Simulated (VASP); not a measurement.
# Ge7H2: single point with PBE

Ge7H2, a wire with vacuum:

```
Ge H
1.0
    23.70000    0.00000    0.00000
     0.00000   10.00000    0.00000
     0.00000    0.00000    7.00167
Ge H
14 4
Direct
  0.75297 0.46546 0.33880
  0.58533 0.46719 0.33263
  0.67015 0.46484 0.83344
  0.41467 0.46719 0.33263
  0.50000 0.46473 0.83448
  0.24703 0.46546 0.33880
  0.32985 0.46484 0.83344
  0.67015 0.53516 0.16656
  0.75297 0.53454 0.66120
  0.50000 0.53527 0.16552
  0.58533 0.53281 0.66737
  0.32985 0.53516 0.16656
  0.41467 0.53281 0.66737
  0.24703 0.53454 0.66120
  0.80847 0.50403 0.23145
  0.19153 0.50403 0.23145
  0.80847 0.49597 0.76855
  0.19153 0.49597 0.76855
```

```
Program                : VASP 6.6.1
Task                   : single point
Functional             : PBE
Potentials or basis    : VASP PAW PBE potentials, release 64 (Ge_d, H)
Cutoff                 : 410 eV
k mesh                 : 1 × 1 × 8
Occupations            : gaussian, width 0.05 eV
Spin                   : no spin polarisation
Dipole correction      : no
Further INCAR settings : ALGO = Normal; EDIFF = 1e-06; NBANDS = 115
```

```json
{
  "Largest force": "0.028 eV/Å",
  "Band gap on the k mesh": "0.52 eV"
}
```

Forces in eV/Å, atoms in the order of the input:
```
Ge   0.021  0.001 -0.007
Ge  -0.003 -0.003 -0.001
Ge   0.003 -0.005 -0.001
Ge   0.003 -0.003 -0.001
Ge   0.000 -0.007 -0.001
Ge  -0.021  0.001 -0.007
Ge  -0.003 -0.005 -0.001
Ge   0.003  0.005  0.001
Ge   0.021 -0.001  0.007
Ge   0.000  0.007  0.001
Ge  -0.003  0.003  0.001
Ge  -0.003  0.005  0.001
Ge   0.003  0.003  0.001
Ge  -0.021 -0.001  0.007
H   -0.023 -0.007  0.013
H    0.023 -0.007  0.013
H   -0.023  0.007 -0.013
H    0.023  0.007 -0.013
```

Levels at points of the mesh, in eV from the valence-band top:
```
           k point  band 97  band 98  band 99  band 100  band 101  band 102  band 103  band 104
(0.00, 0.00, 0.00)    -0.66    -0.50    -0.16      0.00      0.52      0.60      0.88      1.36
(0.00, 0.00, 0.50)    -1.42    -1.09    -1.06     -0.84      1.05      1.33      1.41      1.91
```

Wall time 52 min on 1 thread of AMD EPYC 9755 128-Core Processor (shared host), peak memory 1.2 GiB.
